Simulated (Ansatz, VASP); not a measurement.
One calculation of Si3Ge2, two programs

```xyz
10
Lattice="2.9711 0.0000 0.0000 -1.4855 2.5730 0.0000 0.0000 0.0000 21.9967" Properties=species:S:1:pos:R:3 pbc="T T T"
Si    0.0000    1.7154   14.5825
Si    0.0000    1.7154   18.4126
Si    0.0000    1.7154    5.4992
Si    1.4855    0.8577   16.4975
Si    1.4855    0.8577    3.5841
Si    1.4855    0.8577    7.4142
Ge    0.0000    1.7154    1.3705
Ge    0.0000    1.7154    9.6279
Ge    1.4855    0.8577   20.6262
Ge    1.4855    0.8577   12.3688
```

Alike in both runs: functional PBE; k mesh 6 × 6 × 1; occupations gaussian, width 0.1 eV; no spin polarisation.

Ansatz relaxed the structure, and its values are those at the end. VASP's run is a single point on that final structure, the one shown.

|  | VASP | Ansatz |
| --- | --- | --- |
| version | VASP 6.6.1 | Ansatz 0.2.0 |
| potentials or method | VASP PAW PBE potentials, release 64 (Si, Ge_d), cutoff 520 eV | scalar-relativistic, plane waves, PAW |
| valence electrons in the cell | 80 | 80 |

|  | VASP | Ansatz | Ansatz less VASP |
| --- | --- | --- | --- |
| gap on the k mesh at the Fermi level (eV) | none | none | - |
| pressure (GPa) | -0.1 | -0.1 | +0.01 |
| rms of the force components (eV/Å) | 0.004 | 0.006 | +0.0025 |

A gap of «none» marks a metal or a gap that the smearing closes. With one functional, cell and mesh, what is left measures potentials, basis and numerics.

The k mesh is coarse, so the values compare programs but aren't converged.
